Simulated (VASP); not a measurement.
# BaTe (F-43m) in VASP: a series of runs

BaTe is run at these levels: PBE; tasks: single point.

Program: VASP 6.6.1. These are calculated values, not measurements. Logs are shortened: lines on timing, memory, paths and dates and some standing lists are left out, and cuts for length are marked.

## 1. The cell of the first run

Symmetry: F-43m, No. 216, cubic system. Conventional cell: a = 7.833 Å, b = 7.833 Å, c = 7.833 Å, α = 90.00°, β = 90.00°, γ = 90.00°. Ba (site symmetry -43m) has 4 Te at 3.39 Å within 4.5 Å. Te (site symmetry -43m) has 4 Ba at 3.39 Å within 4.5 Å.

## 2. Single point, PBE

File INCAR:

```
SYSTEM = BaTe
ALGO = Normal
EDIFF = 1E-6
ENCUT = 520
GGA = PE
ISIF = 2
ISMEAR = 0
LASPH = .TRUE.
LCHARG = .FALSE.
LREAL = .FALSE.
LWAVE = .FALSE.
NBANDS = 15
NELM = 100
PREC = Accurate
SIGMA = 0.05
```

File KPOINTS:

```
k-points
0
G
  8 8 8
  0 0 0
```

File POSCAR:

```
BaTe
1.0
    0.0000000000      3.9165078297      3.9165078297
    3.9165078297      0.0000000000      3.9165078297
    3.9165078297      3.9165078297      0.0000000000
Ba Te
1 1
Direct
    0.0000000000      0.0000000000      0.0000000000
    0.2500000000      0.2500000000      0.2500000000
```

Potentials or basis: VASP PAW PBE potentials, release 64 (Ba_sv, Te).

Run with:

```sh
$ cat potpaw_PBE.64/Ba_sv/POTCAR potpaw_PBE.64/Te/POTCAR > POTCAR
$ mpirun -np 1 vasp_std > vasp.out
```

OUTCAR:

```text
SYSTEM = BaTe
   EDIFF = 1E-6
   ENCUT = 520
   GGA = PE
   ISIF = 2
   ISMEAR = 0
   LASPH = .TRUE.
   LREAL = .FALSE.
   NELM = 100
   PREC = Accurate

 ion  position               nearest neighbor table
   1  0.000  0.000  0.000-   2 3.39   2 3.39   2 3.39   2 3.39
   2  0.250  0.250  0.250-   1 3.39   1 3.39   1 3.39   1 3.39

  LATTYP: Found a face centered cubic cell.
 ALAT       =     7.8330156594

  Lattice vectors:

 A1 = (   0.0000000000,   3.9165078297,   3.9165078297)
 A2 = (   3.9165078297,   0.0000000000,   3.9165078297)
 A3 = (   3.9165078297,   3.9165078297,   0.0000000000)

Analysis of symmetry for initial positions (statically):
=====================================================================
 Subroutine PRICEL returns:
 Original cell was already a primitive cell.

 Routine SETGRP: Setting up the symmetry group for a
 face centered cubic supercell.

 Subroutine GETGRP returns: Found 24 space group operations
 (whereof 24 operations were pure point group operations)
 out of a pool of 48 trial point group operations.

The static configuration has the point symmetry T_d .

Analysis of symmetry for dynamics (positions and initial velocities):
=====================================================================
 Subroutine PRICEL returns:
 Original cell was already a primitive cell.

 Routine SETGRP: Setting up the symmetry group for a
 face centered cubic supercell.

 Subroutine GETGRP returns: Found 24 space group operations
 (whereof 24 operations were pure point group operations)
 out of a pool of 48 trial point group operations.

The dynamic configuration has the point symmetry T_d .

 Subroutine INISYM returns: Found 24 space group operations
 (whereof 24 operations are pure point group operations),
 and found     1 'primitive' translations

----------------------------------------------------------------------------------------

                                     Primitive cell

  volume of cell :     120.1509

  direct lattice vectors                    reciprocal lattice vectors
     0.000000000  3.916507830  3.916507830    -0.127664752  0.127664752  0.127664752
     3.916507830  0.000000000  3.916507830     0.127664752 -0.127664752  0.127664752
     3.916507830  3.916507830  0.000000000     0.127664752  0.127664752 -0.127664752

  length of vectors
     5.538778490  5.538778490  5.538778490     0.221121836  0.221121836  0.221121836

  position of ions in fractional coordinates (direct lattice)
     0.000000000  0.000000000  0.000000000
     0.250000000  0.250000000  0.250000000

  ion indices of the primitive-cell ions
   primitive index   ion index
                 1           1
                 2           2

----------------------------------------------------------------------------------------

 KPOINTS: k-points

Automatic generation of k-mesh.
 Grid dimensions read from file:
 generate k-points for:    8    8    8

 Generating k-lattice:

  Cartesian coordinates                     Fractional coordinates (reciprocal lattice)
    -0.015958094  0.015958094  0.015958094     0.125000000  0.000000000  0.000000000
     0.015958094 -0.015958094  0.015958094     0.000000000  0.125000000  0.000000000
     0.015958094  0.015958094 -0.015958094     0.000000000  0.000000000  0.125000000

  Length of vectors
     0.027640230  0.027640230  0.027640230

  Shift w.r.t. Gamma in fractional coordinates (k-lattice)
     0.000000000  0.000000000  0.000000000

 Subroutine IBZKPT returns following result:
 ===========================================

 Found     29 irreducible k-points:

 Following reciprocal coordinates:
            Coordinates               Weight
  0.000000  0.000000  0.000000      1.000000
  0.125000  0.000000  0.000000      8.000000
  0.250000  0.000000  0.000000      8.000000
  0.375000  0.000000  0.000000      8.000000
  0.500000  0.000000  0.000000      4.000000
  0.125000  0.125000  0.000000      6.000000
[... 16 lines left out ...]
  0.500000  0.250000  0.125000     48.000000
 -0.375000  0.250000  0.125000     24.000000
 [... further k-points ...]
   k-points           NKPTS =     29   k-points in BZ     NKDIM =     29   number of bands    NBANDS=     15
   number of dos      NEDOS =    301   number of ions     NIONS =      2
   total plane-waves  NPLWV =  74088
   dimension x,y,z NGX =    42 NGY =   42 NGZ =   42
   dimension x,y,z NGXF=    84 NGYF=   84 NGZF=   84
   ions per type =               1   1
   NGX,Y,Z   is equivalent  to a cutoff of  12.61, 12.61, 12.61 a.u.
   NGXF,Y,Z  is equivalent  to a cutoff of  25.21, 25.21, 25.21 a.u.
 SYSTEM =  BaTe
   PREC   = accura    normal or accurate (medium, high low for compatibility)
   ISTART =      0    job   : 0-new  1-cont  2-samecut
   ICHARG =      2    charge: 1-file 2-atom 10-const
   ISPIN  =      1    spin polarized calculation?
   LNONCOLLINEAR =      F non collinear calculations
   LSORBIT =      F    spin-orbit coupling
   LASPH  =      T    aspherical Exc in radial PAW
   ENCUT  =  520.0 eV  38.22 Ry    6.18 a.u.  10.30 10.30 10.30*2*pi/ulx,y,z
   NELM   =    100;   NELMIN=  2; NELMDL= -5     # of ELM steps
   EDIFF  = 0.1E-05   stopping-criterion for ELM
   LREAL  =      F    real-space projection
   EDIFFG = 0.1E-04   stopping-criterion for IOM
   NSW    =      0    number of steps for IOM
   IBRION =     -1    ionic relax: 0-MD 1-quasi-New 2-CG
   NFREE  =      0    steps in history (QN), initial steepest desc. (CG)
   ISIF   =      2    stress and relaxation
   ISYM   =      2    0-nonsym 1-usesym 2-fastsym
   POTIM  = 0.5000    time-step for ionic-motion
   TEBEG  =    0.0;   TEEND  =   0.0 temperature during run
   PSTRESS=    0.0 pullay stress
   NELECT =      16.0000    total number of electrons
   NUPDOWN=      -1.0000    fix difference up-down
   EMIN   =  10.00;   EMAX   =-10.00  energy-range for DOS
   EFERMI =   0.00;   METHOD = LEGACY
   ISMEAR =     0;   SIGMA  =   0.05  broadening in eV -4-tet -1-fermi 0-gaus
   EFERMI_NEDOS =   21; number of points for ismear=-14 and -15
   IALGO  =     38    algorithm
   IMIX   =      4    mixing-type and parameters
     AMIX     =   0.40;   BMIX     =  1.00
     AMIX_MAG =   1.60;   BMIX_MAG =  1.00
  volume/ion in A,a.u.               =      60.08       405.41
  Fermi-wavevector in a.u.,A,eV,Ry     =   0.835999  1.579809  9.509038  0.698895
  Thomas-Fermi vector in A             =   1.949651
   LORBIT       =      0    0 simple, 1 ext, 2 COOP (PROOUT), +10 PAW based schemes
   GGA     = PE    functional components
   LHFCALC =     F    Hartree Fock is set to
   AEXX    =    0.0000 exact exchange contribution
   IVDW    =     0    specifies the selected vdW correction
   LEPSILON=     F    determine dielectric tensor
   LRPA    =     F    only Hartree local field effects (RPA)
 non-spin polarized calculation
 Gauss-broadening in eV      SIGMA  =   0.05
  energy-cutoff  :      520.00
  volume of cell :      120.15
 maximum number of plane-waves:      3287
 NGX is ok and might be reduce to    42
   NGX = 21   NGY = 21   NGZ = 21

 number of electron      16.0000000 magnetization

 Free energy of the ion-electron system (eV)
  ---------------------------------------------------
  ext. energy  EPLUGINS =         0.00000000
  ---------------------------------------------------
  free energy    TOTEN  =        -8.09121278 eV

  energy without entropy =       -8.09121278  energy(sigma->0) =       -8.09121278

 E-fermi :   0.3448     XC(G=0):  -6.6811

 val. band max:        0.0217484770   @ k =  -0.2500   0.5000   0.2500
 cond. band min:       2.5962302659   @ k =   0.0000   0.0000   0.0000
 fundamental gap:      2.5744817889
 Fermi energy:         0.3448388338

 k-point     1 :       0.0000    0.0000    0.0000
  band No.  band energies     occupation
      1     -26.8810      2.00000
      2     -12.0689      2.00000
      3     -12.0689      2.00000
      4     -12.0689      2.00000
      5      -8.7037      2.00000
      6      -0.4122      2.00000
      7      -0.4122      2.00000
      8      -0.4122      2.00000
      9       2.5962      0.00000
     10       4.1429      0.00000
     11       4.1429      0.00000
     12       6.0923      0.00000
     13       6.0923      0.00000
     14       6.0923      0.00000
     15       7.9096      0.00000

 k-point     2 :       0.1250    0.0000    0.0000
  band No.  band energies     occupation
      1     -26.8805      2.00000
      2     -12.0945      2.00000
      3     -12.0709      2.00000
      4     -12.0709      2.00000
      5      -8.6628      2.00000
      6      -0.4974      2.00000
      7      -0.3834      2.00000
      8      -0.3834      2.00000
      9       2.9127      0.00000
     10       4.0631      0.00000
     11       4.0631      0.00000
     12       5.9082      0.00000
     13       6.2552      0.00000
     14       6.2552      0.00000
     15       7.1760      0.00000

 k-point     3 :       0.2500    0.0000    0.0000
  band No.  band energies     occupation
      1     -26.8793      2.00000
      2     -12.1542      2.00000
      3     -12.0759      2.00000
      4     -12.0759      2.00000
      5      -8.5673      2.00000
      6      -0.6254      2.00000
      7      -0.3167      2.00000
      8      -0.3167      2.00000
      9       3.5940      0.00000
     10       4.0046      0.00000
     11       4.0046      0.00000
     12       5.4315      0.00000
     13       6.1862      0.00000
     14       6.1862      0.00000
     15       6.3283      0.00000
[... 343 lines left out ...]
 k-point    23 :       0.5000    0.2500    0.1250
  band No.  band energies     occupation
      1     -26.8775      2.00000
      2     -12.2193      2.00000
      3     -12.1031      2.00000
      4     -12.0875      2.00000
      5      -8.4239      2.00000
      6      -0.6620      2.00000
      7      -0.3052      2.00000
      8      -0.1552      2.00000
      9       3.4472      0.00000
     10       3.9305      0.00000
     11       4.4976      0.00000
     12       5.2848      0.00000
     13       5.4917      0.00000
     14       6.0074      0.00000
     15       7.0409      0.00000

 k-point    24 :      -0.3750    0.2500    0.1250
  band No.  band energies     occupation
      1     -26.8771      2.00000
      2     -12.2342      2.00000
      3     -12.1070      2.00000
      4     -12.0902      2.00000
      5      -8.3944      2.00000
      6      -0.5914      2.00000
      7      -0.3628      2.00000
      8      -0.1254      2.00000
      9       3.3510      0.00000
     10       3.9575      0.00000
     11       4.4165      0.00000
     12       5.4194      0.00000
     13       5.4894      0.00000
     14       5.7887      0.00000
     15       7.5264      0.00000

 [... further k-points ...]

------------------------ aborting loop because EDIFF is reached ----------------------------------------

  FORCE on cell =-STRESS in cart. coord.  units (eV):
  Direction    XX          YY          ZZ          XY          YZ          ZX
  --------------------------------------------------------------------------------------
  -------------------------------------------------------------------------------------
  Total        0.1305646      0.1305646      0.1305646      0.0000000      0.0000000      0.0000000
  in kB        1.7410408      1.7410408      1.7410408      0.0000000      0.0000000      0.0000000
  external PRESSURE =       1.7410408 kB  Pullay stress =       0.0000000 kB

 VOLUME and BASIS-vectors are now :
 -----------------------------------------------------------------------------
  energy-cutoff  :      520.00
  volume of cell :      120.15
      direct lattice vectors                 reciprocal lattice vectors
     0.000000000  3.916507830  3.916507830    -0.127664752  0.127664752  0.127664752
     3.916507830  0.000000000  3.916507830     0.127664752 -0.127664752  0.127664752
     3.916507830  3.916507830  0.000000000     0.127664752  0.127664752 -0.127664752

 POSITION                                       TOTAL-FORCE (eV/Angst)
 -----------------------------------------------------------------------------------
      0.00000      0.00000      0.00000        -0.000000     -0.000000     -0.000000
      1.95825      1.95825      1.95825         0.000000      0.000000      0.000000
 -----------------------------------------------------------------------------------
    total drift:                               -0.000000     -0.000000     -0.000000

  FREE ENERGIE OF THE ION-ELECTRON SYSTEM (eV)
  ---------------------------------------------------
  free  energy   TOTEN  =        -8.0912127839 eV

  energy  without entropy=       -8.0912127839  energy(sigma->0) =       -8.09121278
```

It took 49 s on 1 thread of Intel Xeon Platinum 8488C (Sapphire Rapids), shared host; peak memory 0.27 GiB.

What came out:

```
Free energy            : -8.0912 eV
Pressure               : 0.2 GPa
Band gap on the k mesh : 2.57 eV, indirect (least direct gap 2.92 eV)
```

Levels at points of the mesh, in eV from the valence-band top:
```csv
k point,band 6,band 7,band 8,band 9,band 10,band 11
"(0.00, 0.00, 0.00)",-0.43,-0.43,-0.43,2.57,4.12,4.12
"(0.50, 0.00, 0.00)",-0.69,-0.25,-0.25,3.99,4.32,4.32
"(0.50, 0.50, 0.00)",-0.97,0.00,0.00,2.92,3.90,4.97
```

Caveat: spin-orbit coupling is left out, which moves the levels of the heavy elements. As with any semilocal functional, this PBE gap is likely too small.

(Continued in part 2 of 2.)
